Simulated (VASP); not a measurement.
# MnO2 (P4_2/mnm) in VASP: relaxation of shape and atoms at fixed volume with PBE+U

Aim: the relaxation of shape and atoms at fixed volume of MnO2 with PBE+U.

Everything below comes from runs of VASP 6.6.1. Logs are shortened: lines on timing, memory, paths and dates and some standing lists are left out, and cuts for length are marked.

### Step 1. The cell of the first run

The structure is tetragonal, space group P4_2/mnm (No. 136). The conventional cell has a = 4.405 Å, b = 4.405 Å, c = 2.910 Å, α = 90.00°, β = 90.00°, γ = 90.00°. Within 2.5 Å of Mn (site symmetry mmm) lie 6 O at 1.89 to 1.91 Å. O (site symmetry m2m) has 3 Mn at 1.89 to 1.91 Å and 1 O at 2.42 Å within 2.5 Å.

### Step 2. Relaxation of shape and atoms at fixed volume, PBE+U, collinear spin, antiferromagnetic start (9.41 Å³/atom)

Input file INCAR:

```
PREC = Accurate
ENCUT = 600
EDIFF = 1E-6
ISMEAR = 0
SIGMA = 0.05
LREAL = F
LASPH = T
NELM = 150
ALGO = Normal
ISIF = 4
LWAVE = F
LCHARG = F
ISPIN = 2
MAGMOM = 2.85 -2.85 -0.01 0.01 -0.01 0.01
LORBIT = 11
LMAXMIX = 4
LDAU = T
LDAUTYPE = 2
LDAUL = 2 -1
LDAUU = 3.9 0
LDAUJ = 0 0
LDAUPRINT = 1
GGA = PE
IBRION = 2
NSW = 60
EDIFFG = -0.01
```

Input file KPOINTS:

```
regular mesh
0
Gamma
  6 6 8
```

Input file POSCAR:

```
MnO2
1.0
    4.4051900297      0.0000000160      0.0000000000
    0.0000000160      4.4051900297      0.0000000000
    0.0000000000      0.0000000000      2.9103603505
Mn O
2 4
Direct
    0.0000000000      0.0000000000      0.0000000000
    0.5000000000      0.5000000000      0.5000000000
    0.3059815713      0.3059815713      0.0000000000
    0.1940184293      0.8059815707      0.5000000000
    0.6940184287      0.6940184287      0.0000000000
    0.8059815707      0.1940184293      0.5000000000
```

Potentials or basis: VASP PAW PBE potentials, release 64 (Mn_pv, O).

The run is started by

```
$ cat potpaw_PBE.64/Mn_pv/POTCAR potpaw_PBE.64/O/POTCAR > POTCAR
$ mpirun -np 1 vasp_std > vasp.out
```

OUTCAR:

```text
PREC = Accurate
   ENCUT = 600
   EDIFF = 1E-6
   ISMEAR = 0
   LREAL = F
   LASPH = T
   NELM = 150
   ISIF = 4
   ISPIN = 2
   LORBIT = 11
   GGA = PE
   IBRION = 2
   NSW = 60
   EDIFFG = -0.01

 ion  position               nearest neighbor table
   1  0.000  0.000  0.000-   4 1.89   6 1.89   4 1.89   6 1.89   5 1.91   3 1.91
   2  0.500  0.500  0.500-   3 1.89   5 1.89   3 1.89   5 1.89   4 1.91   6 1.91
   3  0.306  0.306  0.000-   2 1.89   2 1.89   1 1.91
   4  0.194  0.806  0.500-   1 1.89   1 1.89   2 1.91
   5  0.694  0.694  0.000-   2 1.89   2 1.89   1 1.91
   6  0.806  0.194  0.500-   1 1.89   1 1.89   2 1.91

  LATTYP: Found a simple tetragonal cell.
 ALAT       =     4.4051900297
 C/A-ratio  =     0.6606662439

  Lattice vectors:

 A1 = (   4.4051900297,   0.0000000160,   0.0000000000)
 A2 = (   0.0000000160,   4.4051900297,   0.0000000000)
 A3 = (   0.0000000000,   0.0000000000,   2.9103603505)

Analysis of symmetry for initial positions (statically):
=====================================================================
 Subroutine PRICEL returns:
 Original cell was already a primitive cell.

 Routine SETGRP: Setting up the symmetry group for a
 simple tetragonal supercell.

 Subroutine GETGRP returns: Found 16 space group operations
 (whereof  8 operations were pure point group operations)
 out of a pool of 16 trial point group operations.

The static configuration has the point symmetry D_2h.
 The point group associated with its full space group is D_4h.

Analysis of symmetry for dynamics (positions and initial velocities):
=====================================================================
 Subroutine PRICEL returns:
 Original cell was already a primitive cell.

 Routine SETGRP: Setting up the symmetry group for a
 simple tetragonal supercell.

 Subroutine GETGRP returns: Found 16 space group operations
 (whereof  8 operations were pure point group operations)
 out of a pool of 16 trial point group operations.

The dynamic configuration has the point symmetry D_2h.
 The point group associated with its full space group is D_4h.

Analysis of structural, dynamic, and magnetic symmetry:
=====================================================================
 Subroutine PRICEL returns:
 Original cell was already a primitive cell.

 Routine SETGRP: Setting up the symmetry group for a
 simple tetragonal supercell.

 Subroutine GETGRP returns: Found 16 space group operations
 (whereof  8 operations were pure point group operations)
 out of a pool of 16 trial point group operations.

The overall configuration has the point symmetry D_2h.
 The point group associated with its full space group is D_4h.

 Subroutine INISYM returns: Found 16 space group operations
 (whereof  8 operations are pure point group operations),
 and found     1 'primitive' translations

----------------------------------------------------------------------------------------

                                     Primitive cell

  volume of cell :      56.4776

  direct lattice vectors                    reciprocal lattice vectors
     4.405190030  0.000000016  0.000000000     0.227004963 -0.000000001  0.000000000
     0.000000016  4.405190030  0.000000000    -0.000000001  0.227004963  0.000000000
[... 143 lines left out ...]
  ext. energy  EPLUGINS =         0.00000000
  ---------------------------------------------------
  free energy    TOTEN  =       -42.38003629 eV

  energy without entropy =      -42.38003628  energy(sigma->0) =      -42.38003628

------------------------ aborting loop because EDIFF is reached ----------------------------------------

  FORCE on cell =-STRESS in cart. coord.  units (eV):
  Direction    XX          YY          ZZ          XY          YZ          ZX
  --------------------------------------------------------------------------------------
  -------------------------------------------------------------------------------------
  Total        1.9431804      1.9431804      2.1940711      0.0000000      0.0000000      0.0000000
  in kB       55.1248793     55.1248793     62.2422420      0.0000004      0.0000000      0.0000000
  external PRESSURE =      57.4973336 kB  Pullay stress =       0.0000000 kB
[... 61 lines left out ...]
  FREE ENERGIE OF THE ION-ELECTRON SYSTEM (eV)
  ---------------------------------------------------
  free  energy   TOTEN  =       -42.3807162398 eV

  energy  without entropy=      -42.3807162332  energy(sigma->0) =      -42.38071624

atom =   1  type =  1  l = 2

 onsite density matrix

spin component  1

  0.6227  0.0000  0.2130  0.0000 -0.0000
  0.0000  0.7318  0.0000  0.2338  0.0000
  0.2130  0.0000  0.8252  0.0000  0.0000
  0.0000  0.2338  0.0000  0.7318  0.0000
 -0.0000  0.0000  0.0000  0.0000  0.9659

spin component  2

  0.2443  0.0000 -0.1178  0.0000  0.0000
  0.0000  0.2267  0.0000 -0.1105  0.0000
 -0.1178  0.0000  0.1419  0.0000 -0.0000
  0.0000 -0.1105  0.0000  0.2267  0.0000
  0.0000  0.0000 -0.0000  0.0000  0.1299

 occupancies and eigenvectors

  o =  0.0647  v =  0.0000  0.0000  0.0000  0.0000  0.0000 -0.5483  0.0000 -0.8363  0.0000 -0.0000      0.0000  0.0000  0.0000  0.0000  0.0000  0.0000  0.0000  0.0000  0.0000  0.0000
  o =  0.1163  v =  0.0000  0.0000  0.0000  0.0000  0.0000  0.0000 -0.7071  0.0000 -0.7071 -0.0000      0.0000  0.0000  0.0000  0.0000  0.0000  0.0000  0.0000  0.0000  0.0000  0.0000
  o =  0.1299  v =  0.0000  0.0000  0.0000  0.0000  0.0000 -0.0000 -0.0000 -0.0000  0.0000  1.0000      0.0000  0.0000  0.0000  0.0000  0.0000  0.0000  0.0000  0.0000  0.0000  0.0000
  o =  0.3216  v =  0.0000  0.0000  0.0000  0.0000  0.0000 -0.8363  0.0000  0.5483  0.0000 -0.0000      0.0000  0.0000  0.0000  0.0000  0.0000  0.0000  0.0000  0.0000  0.0000  0.0000
  o =  0.3372  v =  0.0000  0.0000  0.0000  0.0000  0.0000  0.0000 -0.7071  0.0000  0.7071 -0.0000      0.0000  0.0000  0.0000  0.0000  0.0000  0.0000  0.0000  0.0000  0.0000  0.0000
  o =  0.4881  v = -0.8454  0.0000  0.5341  0.0000 -0.0000  0.0000  0.0000  0.0000  0.0000  0.0000      0.0000  0.0000  0.0000  0.0000  0.0000  0.0000  0.0000  0.0000  0.0000  0.0000
  o =  0.4980  v =  0.0000 -0.7071 -0.0000  0.7071 -0.0000  0.0000  0.0000  0.0000  0.0000  0.0000      0.0000  0.0000  0.0000  0.0000  0.0000  0.0000  0.0000  0.0000  0.0000  0.0000
  o =  0.9598  v = -0.5341  0.0000 -0.8454  0.0000  0.0000  0.0000  0.0000  0.0000  0.0000  0.0000      0.0000  0.0000  0.0000  0.0000  0.0000  0.0000  0.0000  0.0000  0.0000  0.0000
  o =  0.9656  v =  0.0000 -0.7071 -0.0000 -0.7071 -0.0000  0.0000  0.0000  0.0000  0.0000  0.0000      0.0000  0.0000  0.0000  0.0000  0.0000  0.0000  0.0000  0.0000  0.0000  0.0000
  o =  0.9659  v =  0.0000  0.0000 -0.0000  0.0000 -1.0000  0.0000  0.0000  0.0000  0.0000  0.0000      0.0000  0.0000  0.0000  0.0000  0.0000  0.0000  0.0000  0.0000  0.0000  0.0000

atom =   2  type =  1  l = 2

 onsite density matrix

spin component  1

  0.2443  0.0000  0.1178  0.0000 -0.0000
  0.0000  0.2267  0.0000  0.1105  0.0000
  0.1178  0.0000  0.1419  0.0000  0.0000
  0.0000  0.1105  0.0000  0.2267  0.0000
 -0.0000  0.0000  0.0000  0.0000  0.1299

spin component  2

  0.6227  0.0000 -0.2130  0.0000  0.0000
  0.0000  0.7318  0.0000 -0.2338  0.0000
 -0.2130  0.0000  0.8252  0.0000  0.0000
  0.0000 -0.2338  0.0000  0.7318  0.0000
  0.0000  0.0000  0.0000  0.0000  0.9659

 occupancies and eigenvectors

  o =  0.0647  v = -0.5483  0.0000  0.8363 -0.0000 -0.0000  0.0000  0.0000  0.0000  0.0000  0.0000      0.0000  0.0000  0.0000  0.0000  0.0000  0.0000  0.0000  0.0000  0.0000  0.0000
  o =  0.1163  v =  0.0000  0.7071 -0.0000 -0.7071 -0.0000  0.0000  0.0000  0.0000  0.0000  0.0000      0.0000  0.0000  0.0000  0.0000  0.0000  0.0000  0.0000  0.0000  0.0000  0.0000
  o =  0.1299  v = -0.0000  0.0000  0.0000 -0.0000  1.0000  0.0000  0.0000  0.0000  0.0000  0.0000      0.0000  0.0000  0.0000  0.0000  0.0000  0.0000  0.0000  0.0000  0.0000  0.0000
  o =  0.3216  v = -0.8363 -0.0000 -0.5483 -0.0000 -0.0000  0.0000  0.0000  0.0000  0.0000  0.0000      0.0000  0.0000  0.0000  0.0000  0.0000  0.0000  0.0000  0.0000  0.0000  0.0000
  o =  0.3372  v =  0.0000 -0.7071  0.0000 -0.7071  0.0000  0.0000  0.0000  0.0000  0.0000  0.0000      0.0000  0.0000  0.0000  0.0000  0.0000  0.0000  0.0000  0.0000  0.0000  0.0000
  o =  0.4881  v =  0.0000  0.0000  0.0000  0.0000  0.0000  0.8454 -0.0000  0.5341 -0.0000 -0.0000      0.0000  0.0000  0.0000  0.0000  0.0000  0.0000  0.0000  0.0000  0.0000  0.0000
  o =  0.4980  v =  0.0000  0.0000  0.0000  0.0000  0.0000 -0.0000 -0.7071 -0.0000 -0.7071 -0.0000      0.0000  0.0000  0.0000  0.0000  0.0000  0.0000  0.0000  0.0000  0.0000  0.0000
  o =  0.9598  v =  0.0000  0.0000  0.0000  0.0000  0.0000 -0.5341 -0.0000  0.8454  0.0000 -0.0000      0.0000  0.0000  0.0000  0.0000  0.0000  0.0000  0.0000  0.0000  0.0000  0.0000
  o =  0.9656  v =  0.0000  0.0000  0.0000  0.0000  0.0000  0.0000 -0.7071 -0.0000  0.7071 -0.0000      0.0000  0.0000  0.0000  0.0000  0.0000  0.0000  0.0000  0.0000  0.0000  0.0000
  o =  0.9659  v =  0.0000  0.0000  0.0000  0.0000  0.0000 -0.0000 -0.0000  0.0000  0.0000  1.0000      0.0000  0.0000  0.0000  0.0000  0.0000  0.0000  0.0000  0.0000  0.0000  0.0000

--------------------------------------- Ionic step        3  -------------------------------------------

 number of electron      49.9999951 magnetization      -0.0000000

 Free energy of the ion-electron system (eV)
  ---------------------------------------------------
  ext. energy  EPLUGINS =         0.00000000
  ---------------------------------------------------
  free energy    TOTEN  =       -42.38095701 eV

  energy without entropy =      -42.38095700  energy(sigma->0) =      -42.38095700

 E-fermi :   5.0858     XC(G=0): -11.9269

 val. band max:        4.9275061179   @ k =   0.0000   0.0000   0.0000
 cond. band min:       5.2440310376   @ k =   0.0000   0.0000   0.0000
 fundamental gap:      0.3165249196
 Fermi energy:         5.0857663176

 spin component 1

 k-point     1 :       0.0000    0.0000    0.0000
  band No.  band energies     occupation
      1     -45.9975      1.00000
      2     -45.9411      1.00000
      3     -45.8860      1.00000
      4     -42.7474      1.00000
      5     -42.6585      1.00000
      6     -42.6466      1.00000
[... 1612 lines left out ...]
  FREE ENERGIE OF THE ION-ELECTRON SYSTEM (eV)
  ---------------------------------------------------
  free  energy   TOTEN  =       -42.3809570055 eV

  energy  without entropy=      -42.3809569968  energy(sigma->0) =      -42.38095700

 reached required accuracy - stopping structural energy minimisation

 total charge

# of ion       s       p       d       tot
------------------------------------------
    1        0.352   6.462   4.815  11.629
    2        0.352   6.462   4.815  11.629
    3        1.564   3.477   0.000   5.040
    4        1.564   3.477   0.000   5.040
    5        1.564   3.477   0.000   5.040
    6        1.564   3.477   0.000   5.040
--------------------------------------------------
tot          6.960  26.830   9.629  43.419

 magnetization (x)

# of ion       s       p       d       tot
------------------------------------------
    1        0.016   0.028   2.906   2.950
    2       -0.016  -0.028  -2.906  -2.950
    3       -0.001  -0.006   0.000  -0.007
    4        0.001   0.006   0.000   0.007
    5       -0.001  -0.006   0.000  -0.007
    6        0.001   0.006   0.000   0.007
--------------------------------------------------
tot          0.000   0.000  -0.000  -0.000
```

Wall time 6.5 min (1 thread of Oxide Virtual Turin-like, shared host); peak memory 0.26 GiB.

Results:

* Free energy: -42.3810 eV
* Energy gained by relaxing: 0.2 meV/atom
* Ionic steps: 3
* Pressure after relaxing: 5.6 GPa
* Largest force after relaxing: 0.004 eV/Å
* Band gap on the k mesh: 0.32 eV
* Net moment: 0.00 μB per cell
* Site moments: Mn +2.95, -2.95; O -0.01, +0.01 (each value once) μB
* Valence electrons inside the program's atomic spheres: Mn 11.63; O 5.04

Forces on the atoms (eV/Å):
```
Mn   0.000  0.000  0.000
Mn   0.000  0.000  0.000
O   -0.003 -0.003  0.000
O    0.003 -0.003  0.000
O    0.003  0.003  0.000
O   -0.003  0.003  0.000
```

The path:
```tsv
step	energy change (eV)	largest force (eV/Å)	pressure (GPa)	volume (Å³)
1	0.0000	0.1127	5.75	56.48
2	-0.0007	0.0526	5.48	56.48
3	-0.0009	0.0044	5.60	56.48
```

Final structure:
```
Mn O
1.0
     4.40323    0.00000    0.00000
     0.00000    4.40323    0.00000
     0.00000    0.00000    2.91295
Mn O
2 4
Direct
  0.00000 0.00000 0.00000
  0.50000 0.50000 0.50000
  0.30540 0.30540 0.00000
  0.19460 0.80540 0.50000
  0.69460 0.69460 0.00000
  0.80540 0.19460 0.50000
```

Eigenvalues of the final occupation matrices:
```
    site  spin  trace               eigenvalues
site 1 d     1   3.88  0.49 0.50 0.96 0.97 0.97
site 1 d     2   0.97  0.06 0.12 0.13 0.32 0.34
site 2 d     1   0.97  0.06 0.12 0.13 0.32 0.34
site 2 d     2   3.88  0.49 0.50 0.96 0.97 0.97
```
